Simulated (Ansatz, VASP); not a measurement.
**Sc3Al7: VASP beside Ansatz**

```
Sc Al
1.0
     4.10533    0.00000    0.00000
     0.00000    4.10533    0.00000
     0.00000    0.00000   23.21066
Sc Al
3 7
Direct
  0.00000 0.00000 0.32313
  0.00000 0.00000 0.50000
  0.00000 0.00000 0.67687
  0.50000 0.50000 0.32313
  0.00000 0.50000 0.41156
  0.50000 0.00000 0.41156
  0.50000 0.50000 0.50000
  0.00000 0.50000 0.58844
  0.50000 0.00000 0.58844
  0.50000 0.50000 0.67687
```

Alike in both runs: task single point; functional PBE; k mesh 9 × 9 × 1; occupations gaussian, width 0.1 eV; no spin polarisation.

```csv
,VASP,Ansatz
version,VASP 6.6.1,Ansatz 0.2.0
potentials or method,"VASP PAW PBE potentials, release 64 (Sc_sv, Al), cutoff 520 eV","scalar-relativistic, plane waves, PAW"
valence electrons in the cell,54,54
```

```tsv
	VASP	Ansatz	Ansatz less VASP
gap on the k mesh at the Fermi level (eV)	none	none	-
rms of the force components (eV/Å)	0.107	0.106	-0.0008
work function, face that differs most (eV)	3.83	3.83	0.000
```

A gap of «none» marks a metal or a gap that the smearing closes. With one functional, cell and mesh, what is left measures potentials, basis and numerics. Ansatz's warnings: xc potential rough in thin density.
